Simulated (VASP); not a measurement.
Here is a VASP 6.6.1 calculation.

The input INCAR:

```
PREC = Accurate
ENCUT = 520
EDIFF = 1E-6
ISMEAR = 0
SIGMA = 0.1
LREAL = False
LASPH = True
NELM = 100
ALGO = Normal
ISIF = 2
LWAVE = False
LCHARG = True
GGA = PE
LELF = True
LVHAR = True
NBANDS = 26
```

The input KPOINTS:

```
Automatic mesh
0
Gamma
  4 4 4
```

File POSCAR:

```
Si
1.0
    5.4680853894      0.0000000000      0.0000000000
    0.0000000000      5.4680853894      0.0000000000
    0.0000000000      0.0000000000      5.4680853894
Si
8
Direct
    0.5000000000      0.5000000000      0.5000000000
    0.0000000000      0.0000000000      0.0000000000
    0.2500000000      0.0000000000      0.5000000000
    0.5000000000      0.2500000000      0.0000000000
    0.5000000000      0.7500000000      0.0000000000
    0.7500000000      0.0000000000      0.5000000000
    0.0000000000      0.5000000000      0.7500000000
    0.0000000000      0.5000000000      0.2500000000
```

Potentials or basis: VASP PAW PBE potentials, release 64 (Si).

Launch:

```console
$ cat potpaw_PBE.64/Si/POTCAR > POTCAR
$ mpirun -np 1 vasp_std > vasp.out
```

Estimate the band gap on the k mesh.

zero (bands 16 and 17 overlap by 1.99 eV).

What does it give for the pressure?

-13.7 GPa.

Caveat: the cell stands under tension.
